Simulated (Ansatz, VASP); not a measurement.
Two plane-wave programs on Be4Pd

```
CELL_PARAMETERS angstrom
3.73963 0.00000 0.00000
0.00000 3.73963 0.00000
0.00000 0.00000 3.73963
ATOMIC_POSITIONS crystal
Be 0.00000 0.50000 0.50000
Be 0.50000 0.00000 0.50000
Be 0.50000 0.50000 0.00000
Be 0.50000 0.50000 0.50000
Pd 0.00000 0.00000 0.00000
```

Alike in both runs: functional PBE; k mesh 10 × 10 × 10; occupations gaussian, width 0.1 eV; no spin polarisation.

Ansatz relaxed the structure, and its values are those at the end. VASP's run is a single point on that final structure, the one shown.

|  | VASP | Ansatz |
| --- | --- | --- |
| version | VASP 6.6.1 | Ansatz 0.2.0 |
| potentials or method | VASP PAW PBE potentials, release 64 (Be, Pd), cutoff 520 eV | scalar-relativistic, plane waves, PAW |
| valence electrons in the cell | 18 | 26 |

```csv
,VASP,Ansatz,Ansatz less VASP
gap on the k mesh at the Fermi level (eV),none,none,-
pressure (GPa),0.1,0.0,-0.05
```

A gap of «none» marks a metal or a gap that the smearing closes. VASP's potentials hold 18 valence electrons a cell and Ansatz's 26, so a difference there can come from the potentials and not from the codes.
